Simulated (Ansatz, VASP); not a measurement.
Two plane-wave programs on Ti

INCAR

```
ALGO = Normal
EDIFF = 1E-8
ENCUT = 520
GGA = PS
ISIF = 2
ISMEAR = -1
LASPH = T
LCHARG = F
LEFG = T
LREAL = F
LWAVE = F
NBANDS = 19
NELM = 80
PREC = Accurate
SIGMA = 0.08
```

KPOINTS

```
k-points
0
Gamma
  13 13 7
```

Contents of POSCAR:

```
Ti
1.0
    2.9401315731      0.0000000000      0.0000000000
   -1.4700657866      2.5462286328      0.0000000000
    0.0000000000      0.0000000000      4.6703276421
Ti
2
Direct
    0.3333333333      0.6666666667      0.2500000000
    0.6666666667      0.3333333333      0.7500000000
```

Input for Ansatz:

```yaml
crystal:
  lattice:
    - [2.9401315731, 0.0, 0.0]
    - [-1.4700657866, 2.5462286328, 0.0]
    - [0.0, 0.0, 4.6703276421]
  atoms:
    - { symbol: Ti, position: [0.3333333333, 0.6666666667, 0.25] }
    - { symbol: Ti, position: [0.6666666667, 0.3333333333, 0.75] }
kpoints:
  mp_grid: { grid: [13, 13, 7] }
scf:
  occupations: { method: fermi_dirac, width: 0.08 }
hamiltonian:
  xc: pbesol
  pseudopotentials: { kind: paw }
output:
  forces: true
  stress: true
  eigenvalues: true
  efg: { contact_densities: true }
```

Change from the starting cell: volume scaled by 0.99, PAW files.

Alike in both runs: task electric field gradients; functional PBEsol; k mesh 13 × 13 × 7; occupations fermi-dirac, width 0.08 eV; no spin polarisation.

|  | VASP | Ansatz |
| --- | --- | --- |
| version | VASP 6.6.1 | Ansatz 0.2.0 |
| potentials or method | VASP PAW PBE potentials, release 64 (Ti_sv) | PAW with Ansatz's default frozen-core files, scalar-relativistic |
| plane-wave cutoff (eV) | 520 | 420 |
| valence electrons in the cell | 24 | 24 |

```tsv
	VASP	Ansatz	Ansatz less VASP
pressure (GPa)	-5.0	-4.8	+0.23
traceless stress, the component that is largest in VASP (GPa)	-0.31	-0.31	-0.002
size of Vzz on the site where it differs most (V/Å²)	17.0	18.7	+1.77
```

VASP's potentials were made for PBE, not for PBEsol.
